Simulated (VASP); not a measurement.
# PtSe2 (P-3m1) in VASP: notebook, part 2 of 2

VASP 6.6.1. The steps go on from the part before.

## Step 4: Relaxation of cell and atoms, PBEsol, target pressure 5 GPa, at which the enthalpy is minimised

This run uses another cell than the first one, of 20.27 Å³/atom.

The input, INCAR:

```
SYSTEM = PtSe2
PREC     = Accurate       ! precision mode
ENCUT    = 600            ! plane-wave cutoff, eV
EDIFF    = 1E-6           ! SCF threshold, eV
ISMEAR   = -1             ! smearing method
SIGMA    = 0.05           ! smearing width, eV
LREAL    = .False.        ! projectors in reciprocal space
LASPH    = .True.         ! aspherical terms in the spheres
NELM     = 80             ! most SCF steps
ALGO     = Normal         ! electronic algorithm
ISIF     = 3              ! what is computed and relaxed
LWAVE    = .False.        ! write WAVECAR
LCHARG   = .False.        ! write CHGCAR
GGA      = PS             ! functional
IBRION   = 2              ! ionic algorithm
NSW      = 80             ! ionic steps
EDIFFG   = -0.005         ! ionic threshold
PSTRESS  = 50.0
```

The input, KPOINTS:

```
regular mesh
0
Gamma
  8 8 5
  0 0 0
```

The input, POSCAR:

```
PtSe2
1.0
    3.7240000000      0.0000000000      0.0000000000
   -1.8620000000      3.2250786037      0.0000000000
    0.0000000000      0.0000000000      5.0620000000
Pt Se
1 2
Direct
    0.0000000000      0.0000000000      0.0000000000
    0.6666666667      0.3333333333      0.7500000000
    0.3333333333      0.6666666667      0.2500000000
```

Potentials or basis: VASP PAW PBE potentials, release 64 (Pt, Se).

Launch:

```bash
$ cat potpaw_PBE.64/Pt/POTCAR potpaw_PBE.64/Se/POTCAR > POTCAR
$ mpirun -np 1 vasp_std > vasp.out
```

OUTCAR:

```text
SYSTEM = PtSe2
   PREC = Accurate
   ENCUT = 600
   EDIFF = 1E-6
   ISMEAR = -1
   LREAL = .False.
   LASPH = .True.
   NELM = 80
   ISIF = 3
   GGA = PS
   IBRION = 2
   NSW = 80
   EDIFFG = -0.005
   PSTRESS = 50.0

 ion  position               nearest neighbor table
   1  0.000  0.000  0.000-   2 2.49   3 2.49   2 2.49   3 2.49   2 2.49   3 2.49
   2  0.667  0.333  0.750-   1 2.49   1 2.49   1 2.49
   3  0.333  0.667  0.250-   1 2.49   1 2.49   1 2.49

  LATTYP: Found a hexagonal cell.
 ALAT       =     3.7240000000
 C/A-ratio  =     1.3592910849

  Lattice vectors:

 A1 = (   3.7240000000,   0.0000000000,   0.0000000000)
 A2 = (  -1.8620000000,   3.2250786037,   0.0000000000)
 A3 = (   0.0000000000,   0.0000000000,   5.0620000000)

[... 389 lines left out ...]
 Fermi energy:         7.4952377347

 k-point     1 :       0.0000    0.0000    0.0000
  band No.  band energies     occupation
      1      -8.7648      2.00000
      2      -5.0616      2.00000
      3      -0.1098      2.00000
      4       0.8762      2.00000
      5       0.8762      2.00000
      6       3.4779      2.00000
      7       3.4779      2.00000
      8       4.8969      2.00000
      9       6.4017      2.00000
     10       6.4017      2.00000
     11       8.3108      0.00000
     12       8.3108      0.00000
     13       8.4252      0.00000
     14      10.4174      0.00000
[... 401 lines left out ...]
      2      -6.1474      2.00000
      3       0.4130      2.00000
      4       0.8550      2.00000
      5       1.4069      2.00000
      6       2.4829      2.00000
      7       2.7909      2.00000
      8       4.0252      2.00000
      9       4.2287      2.00000
     10       5.0757      2.00000
     11       5.9183      2.00000
     12       7.9120      0.00048
     13       9.0758      0.00000
     14      12.5144      0.00000
     15      14.3946      0.00000

 [... further k-points ...]

------------------------ aborting loop because EDIFF is reached ----------------------------------------

  FORCE on cell =-STRESS in cart. coord.  units (eV):
  Direction    XX          YY          ZZ          XY          YZ          ZX
  --------------------------------------------------------------------------------------
  -------------------------------------------------------------------------------------
  Total        1.7356970      1.7356970      1.7378924      0.0000000     -0.0000000     -0.0000000
  in kB       49.9822023     49.9822023     50.0454228      0.0000000     -0.0000000     -0.0000000
  external PRESSURE =       0.0032758 kB  Pullay stress =      50.0000000 kB
[... 22 lines left out ...]
  energy  without entropy=      -15.8578450166  energy(sigma->0) =      -15.85941557

  enthalpy is  TOTEN    =       -14.1246710731 eV   P V=        1.7363150450

 reached required accuracy - stopping structural energy minimisation
```

OSZICAR:

```text
N       E                     dE             d eps       ncg     rms          rms(c)
DAV:   1     0.125961517702E+03    0.12596E+03   -0.11182E+04  1208   0.145E+03
DAV:   2    -0.110531915696E+02   -0.13701E+03   -0.13391E+03  1571   0.251E+02
DAV:   3    -0.167127496882E+02   -0.56596E+01   -0.56235E+01  1488   0.534E+01
DAV:   4    -0.167611308285E+02   -0.48381E-01   -0.48371E-01  1466   0.519E+00
[... 143 lines left out ...]
  17 F= -.14124668E+02 E0= -.14123098E+02  d E =-.105546E-05
       N       E                     dE             d eps       ncg     rms          rms(c)
DAV:   1    -0.158609872019E+02    0.50302E-04   -0.47687E-04  1214   0.147E-01    0.132E-02
DAV:   2    -0.158609866466E+02    0.55528E-06   -0.17801E-05  1375   0.289E-02    0.641E-03
DAV:   3    -0.158609861181E+02    0.52846E-06   -0.14618E-06   776   0.894E-03
  18 F= -.14124671E+02 E0= -.14123101E+02  d E =-.456082E-05
```

Wall time 4.1 min (1 thread of Intel Xeon 6975P-C (Granite Rapids), shared host); peak memory 0.23 GiB.

What came out:

* Free energy: -15.8610 eV
* Relaxed volume: 18.55 Å³/atom
* Relaxed cell: a = 3.731 Å, b = 3.731 Å, c = 4.614 Å, α = 90.00°, β = 90.00°, γ = 120.00°
* Space group after relaxing (to 0.1 Å): P-3m1 (No. 164)
* Energy change on relaxing (the run minimises the enthalpy): +9.1 meV/atom
* Ionic steps: 18
* Pressure after relaxing: 5.0 GPa
* Band gap on the k mesh: zero (bands 11 and 12 overlap by 0.94 eV)

Step by step:
| step | energy change (eV) | largest force (eV/Å) | pressure (GPa) | volume (Å³) |
| --- | --- | --- | --- | --- |
| 1 | 0.0000 | 0.3559 | 2.26 | 60.80 |
| 2 | 0.0717 | 0.8461 | 8.47 | 57.79 |
| 3 | 0.0441 | 0.7142 | 6.70 | 58.57 |
| 4 | 0.0366 | 0.6256 | 6.66 | 57.93 |
| 5 | 0.0390 | 0.2946 | 7.05 | 56.01 |
| 6 | 0.2452 | 0.6668 | 10.81 | 52.20 |
| 7 | 0.0568 | 0.2186 | 7.89 | 55.24 |
| 8 | 0.0710 | 0.0999 | 8.18 | 54.75 |
| 9 | 0.0143 | 0.3735 | 1.98 | 56.53 |
| 10 | 0.0313 | 0.1520 | 4.89 | 55.65 |
| 11 | 0.0284 | 0.0961 | 4.90 | 55.66 |
| 12 | 0.0259 | 0.0006 | 4.96 | 55.69 |
| 13 | 0.0258 | 0.0079 | 4.97 | 55.69 |
| 14 | 0.0265 | 0.0071 | 5.00 | 55.67 |
| 15 | 0.0275 | 0.0063 | 5.06 | 55.63 |
| 16 | 0.0274 | 0.0028 | 5.03 | 55.64 |
| 17 | 0.0273 | 0.0063 | 4.96 | 55.64 |
| 18 | 0.0274 | 0.0018 | 5.00 | 55.64 |

Final structure:
```xyz
3
Lattice="3.7314 0.0000 0.0000 -1.8657 3.2315 0.0000 0.0000 0.0000 4.6142" Properties=species:S:1:pos:R:3 pbc="T T T"
Pt    0.0000    0.0000    0.0000
Se    1.8657    1.0772    3.3509
Se    0.0000    2.1543    1.2633
```

Levels at points of the mesh, in eV from the Fermi level:
| k point | band 7 | band 8 | band 9 | band 10 | band 11 | band 12 | band 13 | band 14 | band 15 |
| --- | --- | --- | --- | --- | --- | --- | --- | --- | --- |
| (0.00, 0.00, 0.00) | -4.02 | -2.60 | -1.09 | -1.09 | 0.82 | 0.82 | 0.93 | 2.92 | 4.29 |
| (0.50, 0.00, 0.00) | -4.18 | -3.71 | -3.51 | -3.45 | -3.11 | 0.40 | 2.77 | 5.22 | 6.20 |

Caveat: the cell is relaxed towards a set pressure, so the run minimises the enthalpy, not the energy; the PAW data sets were made with another functional, which shifts forces and pressure a little; spin-orbit coupling is left out, which moves the levels of the heavy elements.

## Step 5: Relaxation of cell and atoms, PBEsol, target pressure 10 GPa, at which the enthalpy is minimised

This run uses another cell than the first one, of 20.27 Å³/atom.

Edit INCAR of step 4 so:

```diff
@@ -8,3 +8,3 @@
 LASPH    = .True.         ! aspherical terms in the spheres
-NELM     = 80             ! most SCF steps
+NELM     = 100            ! most SCF steps
 ALGO     = Normal         ! electronic algorithm
@@ -17,2 +17,2 @@
 EDIFFG   = -0.005         ! ionic threshold
-PSTRESS  = 50.0
+PSTRESS  = 100.0
```

The input, KPOINTS:

```
Automatic mesh
0
Gamma
  8 8 5
  0 0 0
```

POSCAR is that of step 4.

Launch:

```bash
$ cat potpaw_PBE.64/Pt/POTCAR potpaw_PBE.64/Se/POTCAR > POTCAR
$ mpirun -np 1 vasp_std > vasp.out
```

It took 4 min on 1 thread of Intel Xeon 6975P-C (Granite Rapids), shared host; peak memory 0.23 GiB.

Results (log left out):

| Item | Value |
| --- | --- |
| Free energy | -15.7551 eV |
| Relaxed volume | 17.78 Å³/atom |
| Relaxed cell | a = 3.706 Å, b = 3.706 Å, c = 4.483 Å, α = 90.00°, β = 90.00°, γ = 120.00° |
| Space group after relaxing (to 0.1 Å) | P-3m1 (No. 164) |
| Energy change on relaxing (the run minimises the enthalpy) | +44.4 meV/atom |
| Ionic steps | 15 |
| Pressure after relaxing | 10.0 GPa |
| Largest force after relaxing | 0.004 eV/Å |
| Band gap on the k mesh | zero (bands 11 and 12 overlap by 0.76 eV) |

Forces on the atoms (eV/Å):
```
Pt   0.000  0.000  0.000
Se   0.000  0.000 -0.004
Se   0.000  0.000  0.004
```

Step by step:
```
step  energy change (eV)  largest force (eV/Å)  pressure (GPa)  volume (Å³)
   1              0.0000                0.3559            2.26        60.80
   2              0.6424                2.4201           28.30        52.58
   3              0.1206                1.0836           10.68        57.41
   4              0.1039                0.7991           10.75        55.79
   5              0.3162                0.4023           14.90        51.27
   6              0.1677                0.2175           12.69        53.14
   7              0.1898                0.0930           13.08        52.74
   8              0.0625                0.6614            2.22        55.59
   9              0.1257                0.1589            9.46        53.58
  10              0.1255                0.0601            9.68        53.48
  11              0.1286                0.0041            9.82        53.41
  12              0.1288                0.0076            9.83        53.41
  13              0.1398                0.0312           10.43        53.23
  14              0.1323                0.0157           10.01        53.35
  15              0.1333                0.0041           10.01        53.34
```

Final structure:
```
Pt Se
1.0
     3.70630    0.00000    0.00000
    -1.85315    3.20975    0.00000
     0.00000    0.00000    4.48342
Pt Se
1 2
Direct
  0.00000 0.00000 0.00000
  0.66667 0.33333 0.72031
  0.33333 0.66667 0.27969
```

Levels at points of the mesh, in eV from the Fermi level:
| k point | band 8 | band 9 | band 10 | band 11 | band 12 | band 13 | band 14 | band 15 |
| --- | --- | --- | --- | --- | --- | --- | --- | --- |
| (0.00, 0.00, 0.00) | -2.66 | -1.13 | -1.13 | 0.64 | 0.64 | 0.96 | 2.81 | 4.51 |
| (0.50, 0.00, 0.00) | -3.63 | -3.61 | -3.55 | -3.21 | 0.39 | 3.00 | 5.40 | 6.36 |

Caveat: the cell is relaxed towards a set pressure, so the run minimises the enthalpy, not the energy; the PAW data sets were made with another functional, which shifts forces and pressure a little; spin-orbit coupling is left out, which moves the levels of the heavy elements.

## Step 6: Relaxation of cell and atoms, PBEsol, target pressure 20 GPa, at which the enthalpy is minimised

This run uses another cell than the first one, of 20.27 Å³/atom.

The input, INCAR:

```
SYSTEM = PtSe2
PREC = Accurate
ENCUT = 600
EDIFF = 1E-6
ISMEAR = -1
SIGMA = 0.05
LREAL = .False.
LASPH = .True.
NELM = 60
ALGO = Normal
ISIF = 3
LWAVE = .False.
LCHARG = .False.
GGA = PS
IBRION = 2
NSW = 80
EDIFFG = -0.005
PSTRESS = 200.0
```

The input, KPOINTS:

```
regular mesh
0
Gamma
  8 8 5
  0 0 0
```

POSCAR is that of step 5.

Potentials or basis: VASP PAW PBE potentials, release 64 (Pt, Se).

Launch:

```bash
$ cat potpaw_PBE.64/Pt/POTCAR potpaw_PBE.64/Se/POTCAR > POTCAR
$ mpirun -np 1 vasp_std > vasp.out
```

Run time: 4.1 min. Hardware: 1 thread of Intel Xeon 6975P-C (Granite Rapids), shared host; peak memory 0.23 GiB.

Results (log left out):

| Item | Value |
| --- | --- |
| Free energy | -15.4471 eV |
| Relaxed volume | 16.66 Å³/atom |
| Relaxed cell | a = 3.665 Å, b = 3.665 Å, c = 4.297 Å, α = 90.00°, β = 90.00°, γ = 120.00° |
| Space group after relaxing (to 0.1 Å) | P-3m1 (No. 164) |
| Energy change on relaxing (the run minimises the enthalpy) | +147.1 meV/atom |
| Ionic steps | 13 |
| Pressure after relaxing | 20.0 GPa |
| Largest force after relaxing | 0.004 eV/Å |
| Band gap on the k mesh | zero (bands 11 and 12 overlap by 0.45 eV) |

Forces on the atoms (eV/Å):
```
Pt   0.000  0.000  0.000
Se   0.000  0.000 -0.004
Se   0.000  0.000  0.004
```

The path:
```tsv
step	energy change (eV)	largest force (eV/Å)	pressure (GPa)	volume (Å³)
1	0.0000	0.3559	2.26	60.80
2	4.2154	7.4647	104.76	43.11
3	0.3361	1.7750	18.86	55.14
4	0.3789	1.8854	20.25	54.78
5	0.3571	1.2611	20.78	52.38
6	0.7088	0.2885	26.63	48.28
7	0.5438	0.2593	24.43	49.45
8	0.5723	0.1651	24.81	49.21
9	0.2291	0.9187	7.85	52.77
10	0.4266	0.1944	19.24	50.21
11	0.4296	0.1866	19.38	50.19
12	0.4307	0.0987	19.65	50.10
13	0.4412	0.0039	19.96	49.98
```

Final structure:
```
CELL_PARAMETERS angstrom
3.66478 0.00000 0.00000
-1.83239 3.17379 0.00000
0.00000 0.00000 4.29680
ATOMIC_POSITIONS crystal
Pt 0.00000 0.00000 0.00000
Se 0.66667 0.33333 0.71192
Se 0.33333 0.66667 0.28808
```

Levels at points of the mesh, in eV from the Fermi level:
```tsv
k point	band 7	band 8	band 9	band 10	band 11	band 12	band 13	band 14	band 15
(0.00, 0.00, 0.00)	-4.26	-2.67	-1.12	-1.12	0.44	0.44	0.91	2.88	4.98
(0.50, 0.00, 0.00)	-4.73	-3.71	-3.63	-3.40	-3.32	0.50	3.47	5.72	6.70
```

Caveat: the cell is relaxed towards a set pressure, so the run minimises the enthalpy, not the energy; the volume moved by over 15 % at a fixed basis, so the end points are rough; the PAW data sets were made with another functional, which shifts forces and pressure a little; spin-orbit coupling is left out, which moves the levels of the heavy elements.

## Step 7: Overview

| task | cell | cutoff (eV) | gap on the mesh (eV) | pressure (GPa) |
| --- | --- | --- | --- | --- |
| single point | a = 3.758, b = 3.758, c = 4.856 Å, angles 90.0, 90.0, 120.0°, 3 atoms, atomic positions A | 520 | none | 0.1 |
| relaxation of cell and atoms | relaxed from a = 3.724, b = 3.724, c = 5.062 Å, angles 90.0, 90.0, 120.0°, 3 atoms, atomic positions B | 600 | none | 0.0 |
| relaxation of cell and atoms | relaxed to 5 GPa from a = 3.724, b = 3.724, c = 5.062 Å, angles 90.0, 90.0, 120.0°, 3 atoms, atomic positions B | 600 | none | 5.0 |
| relaxation of cell and atoms | relaxed to 10 GPa from a = 3.724, b = 3.724, c = 5.062 Å, angles 90.0, 90.0, 120.0°, 3 atoms, atomic positions B | 600 | none | 10.0 |
| relaxation of cell and atoms | relaxed to 20 GPa from a = 3.724, b = 3.724, c = 5.062 Å, angles 90.0, 90.0, 120.0°, 3 atoms, atomic positions B | 600 | none | 20.0 |

Alike in all rows: level PBEsol; potentials or basis VASP PAW PBE potentials, release 64 (Pt, Se); no spin polarisation; k mesh 8 × 8 × 5; smearing fermi-dirac 0.05 eV.

Caveats: the PAW data sets were made with another functional, which shifts forces and pressure a little; spin-orbit coupling is left out, which moves the levels of the heavy elements; the cell is relaxed towards a set pressure, so the run minimises the enthalpy, not the energy (at least some runs); the volume moved by over 15 % at a fixed basis, so the end points are rough (at least some runs).

Total energies depend on the potentials used, so only differences within one code and one set of settings carry meaning.
